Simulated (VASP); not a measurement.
# Al (P6_3/mmc) in VASP: notebook

Al is run at these levels: LDA; tasks: single point.

Everything below comes from runs of VASP 6.6.1. Logs are shortened: lines on timing, memory, paths and dates and some standing lists are left out, and cuts for length are marked.

## Step 1: The cell of the first run

The structure is hexagonal, space group P6_3/mmc (No. 194). The conventional cell has a = 2.852 Å, b = 2.852 Å, c = 4.311 Å, α = 90.00°, β = 90.00°, γ = 120.00°. Al (site symmetry -6m2) has 12 Al at 2.71 to 2.85 Å within 3.6 Å.

## Step 2: Single point, LDA

INCAR reads:

```
PREC     = Accurate       # precision mode
ENCUT    = 520            # plane-wave cutoff, eV
EDIFF    = 1E-6           # SCF threshold, eV
ISMEAR   = 0              # smearing method
SIGMA    = 0.15           # smearing width, eV
LREAL    = F              # projectors in reciprocal space
LASPH    = T              # aspherical terms in the spheres
NELM     = 80             # most SCF steps
ALGO     = Fast           # electronic algorithm
ISIF     = 2              # what is computed and relaxed
LWAVE    = F              # write WAVECAR
LCHARG   = F              # write CHGCAR
GGA      = CA             # functional
NBANDS   = 10             # bands
```

KPOINTS reads:

```
regular mesh
0
Gamma
  18 18 10
```

POSCAR reads:

```
Al
1.0
    2.8515000000      0.0000000000      0.0000000000
   -1.4257500000      2.4694714389      0.0000000000
    0.0000000000      0.0000000000      4.3113000000
Al
2
Direct
    0.6666666667      0.3333333333      0.7500000000
    0.3333333333      0.6666666667      0.2500000000
```

Potentials or basis: VASP PAW LDA potentials, release 64 (Al).

Launch:

```
$ cat potpaw_LDA.64/Al/POTCAR > POTCAR
$ mpirun -np 1 vasp_std > vasp.out
```

OUTCAR:

```text
PREC = Accurate
   ENCUT = 520
   EDIFF = 1E-6
   ISMEAR = 0
   LREAL = F
   LASPH = T
   NELM = 80
   ISIF = 2
   GGA = CA

 ion  position               nearest neighbor table
   1  0.667  0.333  0.750-   2 2.71   2 2.71   2 2.71   2 2.71   2 2.71   2 2.71
   2  0.333  0.667  0.250-   1 2.71   1 2.71   1 2.71   1 2.71   1 2.71   1 2.71

  LATTYP: Found a hexagonal cell.
 ALAT       =     2.8515000000
 C/A-ratio  =     1.5119410836

  Lattice vectors:

 A1 = (   2.8515000000,   0.0000000000,   0.0000000000)
 A2 = (  -1.4257500000,   2.4694714389,   0.0000000000)
 A3 = (   0.0000000000,   0.0000000000,   4.3113000000)

Analysis of symmetry for initial positions (statically):
=====================================================================
 Subroutine PRICEL returns:
 Original cell was already a primitive cell.

 Routine SETGRP: Setting up the symmetry group for a
 hexagonal supercell.

 Subroutine GETGRP returns: Found 24 space group operations
 (whereof 12 operations were pure point group operations)
 out of a pool of 24 trial point group operations.

The static configuration has the point symmetry D_3d.
 The point group associated with its full space group is D_6h.

Analysis of symmetry for dynamics (positions and initial velocities):
=====================================================================
 Subroutine PRICEL returns:
 Original cell was already a primitive cell.

 Routine SETGRP: Setting up the symmetry group for a
 hexagonal supercell.

 Subroutine GETGRP returns: Found 24 space group operations
 (whereof 12 operations were pure point group operations)
 out of a pool of 24 trial point group operations.

The dynamic configuration has the point symmetry D_3d.
 The point group associated with its full space group is D_6h.

 Subroutine INISYM returns: Found 24 space group operations
 (whereof 12 operations are pure point group operations),
 and found     1 'primitive' translations

----------------------------------------------------------------------------------------

                                     Primitive cell

  volume of cell :      30.3589

  direct lattice vectors                    reciprocal lattice vectors
     2.851500000  0.000000000  0.000000000     0.350692618  0.202472477  0.000000000
    -1.425750000  2.469471439  0.000000000     0.000000000  0.404944955  0.000000000
     0.000000000  0.000000000  4.311300000     0.000000000  0.000000000  0.231948600

  length of vectors
     2.851500000  2.851500000  4.311300000     0.404944955  0.404944955  0.231948600

  position of ions in fractional coordinates (direct lattice)
     0.666666667  0.333333333  0.750000000
     0.333333333  0.666666667  0.250000000

  ion indices of the primitive-cell ions
   primitive index   ion index
                 1           1
                 2           2

----------------------------------------------------------------------------------------

 KPOINTS: regular mesh

Automatic generation of k-mesh.
 Grid dimensions read from file:
 generate k-points for:   18   18   10

 Generating k-lattice:

  Cartesian coordinates                     Fractional coordinates (reciprocal lattice)
     0.019482923  0.011248471  0.000000000     0.055555556 -0.000000000  0.000000000
     0.000000000  0.022496942  0.000000000     0.000000000  0.055555556  0.000000000
     0.000000000  0.000000000  0.023194860     0.000000000  0.000000000  0.100000000

  Length of vectors
     0.022496942  0.022496942  0.023194860

  Shift w.r.t. Gamma in fractional coordinates (k-lattice)
     0.000000000  0.000000000  0.000000000

 Subroutine IBZKPT returns following result:
 ===========================================

 Found    222 irreducible k-points:

 Following reciprocal coordinates:
            Coordinates               Weight
  0.000000  0.000000  0.000000      1.000000
  0.055556  0.000000  0.000000      6.000000
  0.111111  0.000000  0.000000      6.000000
  0.166667 -0.000000  0.000000      6.000000
  0.222222 -0.000000  0.000000      6.000000
  0.277778 -0.000000  0.000000      6.000000
[... 16 lines left out ...]
  0.333333  0.111111  0.000000     12.000000
  0.388889  0.111111  0.000000     12.000000
 [... further k-points ...]
   k-points           NKPTS =    222   k-points in BZ     NKDIM =    222   number of bands    NBANDS=     10
   number of dos      NEDOS =    301   number of ions     NIONS =      2
   total plane-waves  NPLWV =  18432
   dimension x,y,z NGX =    24 NGY =   24 NGZ =   32
   dimension x,y,z NGXF=    48 NGYF=   48 NGZF=   64
   ions per type =               2
   NGX,Y,Z   is equivalent  to a cutoff of  13.99, 13.99, 12.34 a.u.
   NGXF,Y,Z  is equivalent  to a cutoff of  27.98, 27.98, 24.68 a.u.
 SYSTEM =  unknown system
   PREC   = accura    normal or accurate (medium, high low for compatibility)
   ISTART =      0    job   : 0-new  1-cont  2-samecut
   ICHARG =      2    charge: 1-file 2-atom 10-const
   ISPIN  =      1    spin polarized calculation?
   LNONCOLLINEAR =      F non collinear calculations
   LSORBIT =      F    spin-orbit coupling
   LASPH  =      T    aspherical Exc in radial PAW
   ENCUT  =  520.0 eV  38.22 Ry    6.18 a.u.   5.30  5.30  8.02*2*pi/ulx,y,z
   NELM   =     80;   NELMIN=  2; NELMDL= -5     # of ELM steps
   EDIFF  = 0.1E-05   stopping-criterion for ELM
   LREAL  =      F    real-space projection
   EDIFFG = 0.1E-04   stopping-criterion for IOM
   NSW    =      0    number of steps for IOM
   IBRION =     -1    ionic relax: 0-MD 1-quasi-New 2-CG
   NFREE  =      0    steps in history (QN), initial steepest desc. (CG)
   ISIF   =      2    stress and relaxation
   ISYM   =      2    0-nonsym 1-usesym 2-fastsym
   POTIM  = 0.5000    time-step for ionic-motion
   TEBEG  =    0.0;   TEEND  =   0.0 temperature during run
   PSTRESS=    0.0 pullay stress
   NELECT =       6.0000    total number of electrons
   NUPDOWN=      -1.0000    fix difference up-down
   EMIN   =  10.00;   EMAX   =-10.00  energy-range for DOS
   EFERMI =   0.00;   METHOD = LEGACY
   ISMEAR =     0;   SIGMA  =   0.15  broadening in eV -4-tet -1-fermi 0-gaus
   EFERMI_NEDOS =   21; number of points for ismear=-14 and -15
   IALGO  =     68    algorithm
   IMIX   =      4    mixing-type and parameters
     AMIX     =   0.40;   BMIX     =  1.00
     AMIX_MAG =   1.60;   BMIX_MAG =  1.00
  volume/ion in A,a.u.               =      15.18       102.44
  Fermi-wavevector in a.u.,A,eV,Ry     =   0.953594  1.802031 12.372335  0.909341
  Thomas-Fermi vector in A             =   2.082263
   LORBIT       =      0    0 simple, 1 ext, 2 COOP (PROOUT), +10 PAW based schemes
   GGA     = CA    functional components
   LHFCALC =     F    Hartree Fock is set to
   AEXX    =    0.0000 exact exchange contribution
   IVDW    =     0    specifies the selected vdW correction
   LEPSILON=     F    determine dielectric tensor
   LRPA    =     F    only Hartree local field effects (RPA)
 non-spin polarized calculation
 RMM-DIIS sequential band-by-band and
 Gauss-broadening in eV      SIGMA  =   0.15
  energy-cutoff  :      520.00
  volume of cell :       30.36
 maximum number of plane-waves:       844
 NGX is ok and might be reduce to    24

 number of electron       6.0000000 magnetization

 Free energy of the ion-electron system (eV)
  ---------------------------------------------------
  ext. energy  EPLUGINS =         0.00000000
  ---------------------------------------------------
  free energy    TOTEN  =        -8.25634971 eV

  energy without entropy =       -8.24687411  energy(sigma->0) =       -8.25161191

 E-fermi :   8.6812     XC(G=0): -10.6542

 val. band max:        8.6807927142   @ k =   0.3333   0.3333   0.3000
 cond. band min:       8.6849672321   @ k =   0.2778   0.2778   0.5000
 fundamental gap:      0.0041745179
 Fermi energy:         8.6811991622

 k-point     1 :       0.0000    0.0000    0.0000
  band No.  band energies     occupation
      1      -3.0085      2.00000
      2       4.2940      2.00000
      3       5.1672      2.00000
      4      18.5342      0.00000
      5      18.5342      0.00000
      6      19.0755      0.00000
      7      19.0755      0.00000
      8      21.6330      0.00000
      9      22.3953      0.00000
     10      24.3204      0.00000

 k-point     2 :       0.0556    0.0000    0.0000
  band No.  band energies     occupation
      1      -2.9338      2.00000
      2       4.3620      2.00000
      3       5.2389      2.00000
      4      17.1023      0.00000
      5      17.6876      0.00000
      6      19.0618      0.00000
      7      20.0514      0.00000
      8      22.4093      0.00000
      9      23.0709      0.00000
     10      23.2766      0.00000

 k-point     3 :       0.1111    0.0000    0.0000
  band No.  band energies     occupation
      1      -2.7102      2.00000
      2       4.5662      2.00000
      3       5.4529      2.00000
      4      15.0812      0.00000
      5      16.7472      0.00000
      6      18.3322      0.00000
      7      21.3766      0.00000
      8      21.4677      0.00000
      9      22.3187      0.00000
     10      23.2028      0.00000

 k-point     4 :       0.1667   -0.0000    0.0000
  band No.  band energies     occupation
      1      -2.3383      2.00000
      2       4.9064      2.00000
      3       5.8044      2.00000
      4      13.0587      0.00000
      5      15.9259      0.00000
      6      17.4575      0.00000
      7      19.5483      0.00000
      8      20.7484      0.00000
      9      22.4062      0.00000
     10      22.6922      0.00000

 k-point     5 :       0.2222   -0.0000    0.0000
  band No.  band energies     occupation
      1      -1.8195      2.00000
      2       5.3827      2.00000
      3       6.2804      2.00000
      4      11.1307      0.00000
      5      15.2309      0.00000
      6      16.5678      0.00000
      7      17.6634      0.00000
      8      19.2215      0.00000
      9      21.6825      0.00000
     10      22.2312      0.00000

 k-point     6 :       0.2778   -0.0000    0.0000
  band No.  band energies     occupation
      1      -1.1557      2.00000
      2       5.9946      2.00000
      3       6.8268      2.00000
      4       9.3740      0.00000
      5      14.6629      0.00000
      6      15.6304      0.00000
      7      15.8670      0.00000
      8      17.8966      0.00000
      9      21.0702      0.00000
     10      21.7405      0.00000
[... 183 lines left out ...]
 k-point    21 :       0.2222    0.1111    0.0000
  band No.  band energies     occupation
      1      -0.9351      2.00000
      2       6.1985      2.00000
      3       7.0169      2.00000
      4       9.5719      0.00000
      5      11.9004      0.00000
      6      15.9900      0.00000
      7      17.1264      0.00000
      8      18.7834      0.00000
      9      19.5793      0.00000
     10      19.7091      0.00000

 k-point    22 :       0.2778    0.1111    0.0000
  band No.  band energies     occupation
      1      -0.1299      2.00000
      2       6.9446      2.00000
      3       7.1042      2.00000
      4       8.5015      1.90970
      5      11.4282      0.00000
      6      14.3506      0.00000
      7      15.6300      0.00000
      8      18.2485      0.00000
      9      19.1564      0.00000
     10      19.2491      0.00000

 k-point    23 :       0.3333    0.1111    0.0000
  band No.  band energies     occupation
      1       0.8146      2.00000
      2       5.8685      2.00000
      3       7.8209      2.00000
      4       8.9682      0.00682
      5      11.0959      0.00000
      6      12.8178      0.00000
      7      14.2350      0.00000
      8      17.8772      0.00000
      9      18.8298      0.00000
     10      18.9385      0.00000

 k-point    24 :       0.3889    0.1111    0.0000
  band No.  band energies     occupation
      1       1.8931      2.00000
      2       4.4514      2.00000
      3       8.8075      0.23367
      4       9.7421      0.00000
      5      10.9206      0.00000
      6      11.4321      0.00000
      7      13.0381      0.00000
      8      17.6571      0.00000
      9      18.6288      0.00000
     10      18.7551      0.00000

 [... further k-points ...]

------------------------ aborting loop because EDIFF is reached ----------------------------------------

  FORCE on cell =-STRESS in cart. coord.  units (eV):
  Direction    XX          YY          ZZ          XY          YZ          ZX
  --------------------------------------------------------------------------------------
  -------------------------------------------------------------------------------------
  Total        0.4872364      0.4872364      1.9880620     -0.0000000     -0.0000000      0.0000000
  in kB       25.7137073     25.7137073    104.9191792     -0.0000000     -0.0000000      0.0000000
  external PRESSURE =      52.1155313 kB  Pullay stress =       0.0000000 kB

 VOLUME and BASIS-vectors are now :
 -----------------------------------------------------------------------------
  energy-cutoff  :      520.00
  volume of cell :       30.36
      direct lattice vectors                 reciprocal lattice vectors
     2.851500000  0.000000000  0.000000000     0.350692618  0.202472477  0.000000000
    -1.425750000  2.469471439  0.000000000     0.000000000  0.404944955  0.000000000
     0.000000000  0.000000000  4.311300000     0.000000000  0.000000000  0.231948600

 POSITION                                       TOTAL-FORCE (eV/Angst)
 -----------------------------------------------------------------------------------
      1.42575      0.82316      3.23348        -0.000000     -0.000000      0.000000
     -0.00000      1.64631      1.07783         0.000000      0.000000      0.000000
 -----------------------------------------------------------------------------------
    total drift:                                0.000000     -0.000000      0.000000

  FREE ENERGIE OF THE ION-ELECTRON SYSTEM (eV)
  ---------------------------------------------------
  free  energy   TOTEN  =        -8.2563497125 eV

  energy  without entropy=       -8.2468741053  energy(sigma->0) =       -8.25161191
```

It took 25 s on 1 thread of Intel Xeon 6975P-C, shared host; peak memory 0.17 GiB.

What came out:

* Free energy: -8.2563 eV
* Pressure: 5.2 GPa
* Band gap on the k mesh: zero (band 3 reaches 14.13 eV, above the bottom of band 4 at 5.22 eV)

Stress tensor (GPa, compression positive):
```
 2.57  0.00  0.00
 0.00  2.57  0.00
 0.00  0.00 10.49
```

Levels at points of the mesh, in eV from the Fermi level:
| k point | band 1 | band 2 | band 3 | band 4 | band 5 | band 6 | band 7 |
| --- | --- | --- | --- | --- | --- | --- | --- |
| (0.00, 0.00, 0.00) | -11.69 | -4.39 | -3.51 | 9.85 | 9.85 | 10.39 | 10.39 |
| (0.50, 0.00, 0.00) | -5.91 | -5.65 | 0.71 | 1.63 | 2.04 | 2.44 | 4.97 |
| (0.00, 0.00, 0.50) | -9.72 | -9.72 | 5.17 | 5.17 | 11.28 | 11.28 | 11.28 |
| (0.50, 0.00, 0.50) | -4.27 | -4.27 | -3.46 | -3.46 | 6.64 | 6.64 | 7.75 |

## Step 3: Single point, LDA

This run uses another cell than the first one, of the same volume but with other edges.

INCAR reads:

```
PREC     = Accurate       # precision mode
ENCUT    = 520            # plane-wave cutoff, eV
EDIFF    = 1E-7           # SCF threshold, eV
ISMEAR   = 0              # smearing method
SIGMA    = 0.15           # smearing width, eV
LREAL    = F              # projectors in reciprocal space
LASPH    = T              # aspherical terms in the spheres
NELM     = 60             # most SCF steps
ALGO     = Fast           # electronic algorithm
ISIF     = 2              # what is computed and relaxed
LWAVE    = F              # write WAVECAR
LCHARG   = T              # write CHGCAR
GGA      = CA             # functional
LELF     = T              # ELF
LVHAR    = T            
NBANDS   = 10             # bands
```

KPOINTS is that of step 2.

POSCAR reads:

```
Al
1.0
    2.6553000000      0.0000000000      0.0000000000
   -1.3276500000      2.2995572547      0.0000000000
    0.0000000000      0.0000000000      4.9674000000
Al
2
Direct
    0.6666666667      0.3333333333      0.7500000000
    0.3333333333      0.6666666667      0.2500000000
```

Potentials or basis: VASP PAW LDA potentials, release 64 (Al).

Launch:

```
$ cat potpaw_LDA.64/Al/POTCAR > POTCAR
$ mpirun -np 1 vasp_std > vasp.out
```

Run time: 34 s. Hardware: 1 thread of Intel Xeon 6975P-C, shared host; peak memory 0.17 GiB.

The run converged. Its results:

```yaml
Free_energy: -8.2056 eV
Pressure: 6.9 GPa
Band_gap_on_the_k_mesh: zero (band 3 reaches 11.69 eV, above the bottom of band 4 at 5.72 eV)
```

Stress tensor (GPa, compression positive):
```
11.22  0.00  0.00
 0.00 11.22  0.00
 0.00  0.00 -1.66
```

Levels at points of the mesh, in eV from the Fermi level:
```tsv
k point	band 1	band 2	band 3	band 4	band 5	band 6	band 7
(0.00, 0.00, 0.00)	-11.65	-6.12	-5.48	10.00	10.78	13.25	13.25
(0.50, 0.00, 0.00)	-4.97	-4.83	0.14	0.74	1.10	1.39	7.79
(0.00, 0.00, 0.50)	-10.17	-10.17	1.21	1.21	13.96	13.96	13.96
(0.50, 0.00, 0.50)	-3.92	-3.92	-2.91	-2.91	7.22	7.22	7.43
```

[end of part 1 of 2]
